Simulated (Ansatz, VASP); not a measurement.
**Sb in VASP and in Ansatz**

```
Sb
1.0
    -3.18600    3.18632    1.70204
     3.18632   -3.18600    1.70204
     3.20060    3.20060   -1.70145
Sb
2
Cartesian
  -3.1858 3.1862 1.7020
  0.0072 3.1937 0.8513
```

Alike in both runs: task single point; functional BLYP; k mesh 12 × 12 × 8; occupations fermi-dirac, width 0.1 eV; no spin polarisation.

|  | VASP | Ansatz |
| --- | --- | --- |
| version | VASP 6.6.1 | Ansatz 0.2.0 |
| potentials or method | VASP PAW PBE potentials, release 64 (Sb), cutoff 520 eV | plane waves (420 eV) with PAW, scalar-relativistic |
| valence electrons in the cell | 10 | 30 |

|  | VASP | Ansatz | Ansatz less VASP |
| --- | --- | --- | --- |
| pressure (GPa) | -2.6 | -2.8 | -0.11 |

VASP's potentials were made for PBE, not for BLYP. VASP's potentials hold 10 valence electrons a cell and Ansatz's 30, so a difference there can come from the potentials and not from the codes.

Spin-orbit coupling is off throughout.
